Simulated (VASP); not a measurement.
Wanted: the native input for a VASP 6.6.1 run.

| Quantity | Value |
| --- | --- |
| Task | single point |
| Functional | PBEsol |
| Potentials or basis | VASP PAW PBE potentials, release 64 (Ru_pv) |
| Cutoff | 520 eV |
| k mesh | 15 × 15 × 15 |
| Occupations | fermi-dirac, width 0.1 eV |
| Spin | no spin polarisation |
| Dipole correction | no |
| Further INCAR settings | ALGO = Normal; EDIFF = 1e-06; NBANDS = 13 |

The structure of Ru lies in POSCAR:

```
Ru
1.0
    2.1490727604      0.0000000000      0.0000000000
    0.0000000000      2.1490727604      0.0000000000
    0.0000000000      0.0000000000      2.1490727604
Ru
1
Direct
    0.0000000000      0.0000000000      0.0000000000
```

This cell differs from its parent crystal: volume scaled by 0.65.

The input as run:

INCAR

```
PREC = Accurate
ENCUT = 520
EDIFF = 1E-6
ISMEAR = -1
SIGMA = 0.1
LREAL = F
LASPH = T
NELM = 100
ALGO = Normal
ISIF = 2
LWAVE = F
LCHARG = F
GGA = PS
NBANDS = 13
```

KPOINTS

```
regular mesh
0
Gamma
  15 15 15
```

Potentials or basis: VASP PAW PBE potentials, release 64 (Ru_pv).

Run with:

```console
$ cat potpaw_PBE.64/Ru_pv/POTCAR > POTCAR
$ mpirun -np 1 vasp_std > vasp.out
```

It gave:

| Property | Result |
| --- | --- |
| Pressure | 291.1 GPa |
| Band gap on the k mesh | zero (band 7 reaches 26.58 eV, above the bottom of band 8 at 17.94 eV) |

Caveat: the PAW data sets were made with another functional, which shifts forces and pressure a little.

It took 3.1 s on 1 thread of Intel(R) Xeon(R) 6975P-C (Granite Rapids) (shared host), peak memory 0.12 GiB.
